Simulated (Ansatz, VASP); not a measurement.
## Mn: VASP beside Ansatz

```
CELL_PARAMETERS angstrom
-1.41428 1.41428 1.41428
1.41428 -1.41428 1.41428
1.41428 1.41428 -1.41428
ATOMIC_POSITIONS crystal
Mn 0.00000 0.00000 0.00000
```

Alike in both runs: task single point; functional PBEsol; k mesh 18 × 18 × 18; occupations fermi-dirac, width 0.05 eV; collinear spin.

|  | VASP | Ansatz |
| --- | --- | --- |
| version | VASP 6.6.1 | Ansatz 0.2.0 |
| potentials or method | VASP PAW PBE potentials, release 64 (Mn_pv), cutoff 520 eV | plane waves (420 eV) with PAW, scalar-relativistic |
| valence electrons in the cell | 13 | 15 |

|  | VASP | Ansatz | Ansatz less VASP |
| --- | --- | --- | --- |
| pressure (GPa) | -17.4 | -17.6 | -0.15 |
| net moment per atom (μB) | 0.92 | 0.91 | -0.013 |
| size of the moment on the site where the two differ most (μB) | 0.92 | 0.90 | -0.017 |

VASP's potentials were made for PBE, not for PBEsol, and Ansatz warns of the same on its side. Site moments also hang on the region over which each program counts them. VASP's potentials hold 13 valence electrons a cell and Ansatz's 15, so a difference there can come from the potentials and not from the codes.
